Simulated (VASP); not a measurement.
A run of VASP 6.6.1:

INCAR

```
SYSTEM = LaBPd3
  PREC = Accurate
  ENCUT = 500
  EDIFF = 1E-6
  ISMEAR = -1
  SIGMA = 0.1
  LREAL = .False.
  LASPH = .True.
  NELM = 200
  ALGO = Normal
  ISIF = 2
  LWAVE = .False.
  LCHARG = .False.
  GGA = PS
  NBANDS = 30
  GGA_COMPAT = .False.
  LMAXMIX = 6
```

File KPOINTS:

```
Automatic mesh
0
Gamma
  6 6 6
  0 0 0
```

POSCAR

```
LaBPd3
1.0
    4.2290000000      0.0000000000      0.0000000000
    0.0000000000      4.2290000000      0.0000000000
    0.0000000000      0.0000000000      4.2290000000
La B Pd
1 1 3
Direct
    0.0000000000      0.0000000000      0.0000000000
    0.5000000000      0.5000000000      0.5000000000
    0.0000000000      0.5000000000      0.5000000000
    0.5000000000      0.0000000000      0.5000000000
    0.5000000000      0.5000000000      0.0000000000
```

Potentials or basis: VASP PAW PBE potentials, release 64 (La, B, Pd).

Command:

```sh
$ cat potpaw_PBE.64/La/POTCAR potpaw_PBE.64/B/POTCAR potpaw_PBE.64/Pd/POTCAR > POTCAR
$ mpirun -np 1 vasp_std > vasp.out
```

Hardware: 1 thread of Intel Xeon 8259CL (shared host).

Question: Estimate the wall time of this run.

Answer: Wall time 93 s on 1 thread of Intel Xeon 8259CL, with other jobs on the host, peak memory 0.21 GiB. Counts: scf iterations 13, k points 20.
